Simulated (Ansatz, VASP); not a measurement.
# BN: VASP beside Ansatz

The input INCAR:

```
PREC = Accurate
ENCUT = 600
EDIFF = 1E-6
ISMEAR = -1
SIGMA = 0.1
LREAL = F
LASPH = T
NELM = 120
ALGO = Normal
ISIF = 2
LWAVE = F
LCHARG = F
GGA = PE
NBANDS = 11
GGA_COMPAT = F
```

File KPOINTS:

```
Automatic mesh
0
Gamma
  6 6 6
```

Contents of POSCAR:

```
BN
1.0
    0.0000000000      1.8075000000      1.8075000000
    1.8075000000      0.0000000000      1.8075000000
    1.8075000000      1.8075000000      0.0000000000
B N
1 1
Direct
    0.0000000000      0.0000000000      0.0000000000
    0.7500000000      0.7500000000      0.7500000000
```

Input for Ansatz:

```yaml
crystal:
  lattice:
    bravais: fcc
    a: 3.615
  space_group: 216
  atoms:
    - { symbol: B, position: [0.0, 0.0, 0.0] }
    - { symbol: "N", position: [0.25, 0.25, 0.75] }
  reduce_to_primitive: true
kpoints:
  mp_grid:
    grid: [6, 6, 6]
hamiltonian:
  xc: pbe
scf:
  convergence:
    dr2_threshold: 1.0e-09
  occupations:
    method: fermi_dirac
output:
  eigenvalues: true
```

Alike in both runs: task single point; functional PBE; k mesh 6 × 6 × 6; no spin polarisation.

|  | VASP | Ansatz |
| --- | --- | --- |
| version | VASP 6.6.1 | Ansatz 0.2.0 |
| potentials or method | VASP PAW PBE potentials, release 64 (B, N) | plane waves, PAW |
| plane-wave cutoff (eV) | 600 | 420 |
| occupations | fermi-dirac, width 0.1 eV | fermi-dirac |
| valence electrons in the cell | 8 | 8 |

|  | VASP | Ansatz | Ansatz less VASP |
| --- | --- | --- | --- |
| gap on the k mesh at the Fermi level (eV) | 4.46 | 4.47 | +0.012 |

The k mesh is coarse, so the values compare programs but aren't converged.
